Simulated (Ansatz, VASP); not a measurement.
One calculation of V, two programs

File INCAR:

```
PREC = Accurate ; ENCUT = 520
EDIFF = 1E-6 ; ISMEAR = -1
SIGMA = 0.05 ; LREAL = F
LASPH = T ; NELM = 150
ALGO = Normal ; ISIF = 2
LWAVE = F ; LCHARG = T
ISPIN = 2 ; MAGMOM = 1.5
LORBIT = 11 ; LMAXMIX = 4
GGA = PE ; LELF = T
LVHAR = T ; NBANDS = 16
```

File KPOINTS:

```
Automatic mesh
0
Gamma
  16 16 16
```

POSCAR

```
V
1.0
   -1.4763836744      1.4763836744      1.4988666745
    1.4763836744     -1.4763836744      1.4988666745
    1.4763836744      1.4763836744     -1.4988666745
V
1
Direct
    0.0000000000      0.0000000000      0.0000000000
```

Input for Ansatz:

```yaml
crystal:
  lattice:
    - [-1.4763836744, 1.4763836744, 1.4988666745]
    - [1.4763836744, -1.4763836744, 1.4988666745]
    - [1.4763836744, 1.4763836744, -1.4988666745]
  atoms:
    - { symbol: V, position: [0.0, 0.0, 0.0], spin: 1.5 }
magnetization:
  spin_polarized: true
kpoints:
  mp_grid: { grid: [16, 16, 16] }
scf:
  occupations: { method: fermi_dirac, width: 0.05 }
hamiltonian:
  xc: pbe
  pseudopotentials: { kind: all_electron, lapw: { basis_error: 0.001 } }
output:
  forces: true
  stress: true
  eigenvalues: true
```

Change from the starting cell: x and y stretched by -1.5 %, z held.

Alike in both runs: task single point; functional PBE; k mesh 16 × 16 × 16; occupations fermi-dirac, width 0.05 eV; collinear spin.

```csv
,VASP,Ansatz
version,VASP 6.6.1,Ansatz 0.2.0
potentials or method,"VASP PAW PBE potentials, release 64 (V_sv), cutoff 520 eV","all-electron LAPW, scalar-relativistic"
```

Ansatz gave:

```
pressure (GPa)                                                : 5.8
traceless stress, the component that is largest in VASP (GPa) : -1.15
net moment per atom (μB)                                      : 0.00
```

**Question.** What did VASP give for the same quantities?

**Answer.** Pressure (GPa): 6.1; traceless stress, the component that is largest in VASP (GPa): -1.15; net moment per atom (μB): 0.00.

Ansatz ran all-electron here, and VASP with PAW potentials. Ansatz's warnings: seeded moment not kept.
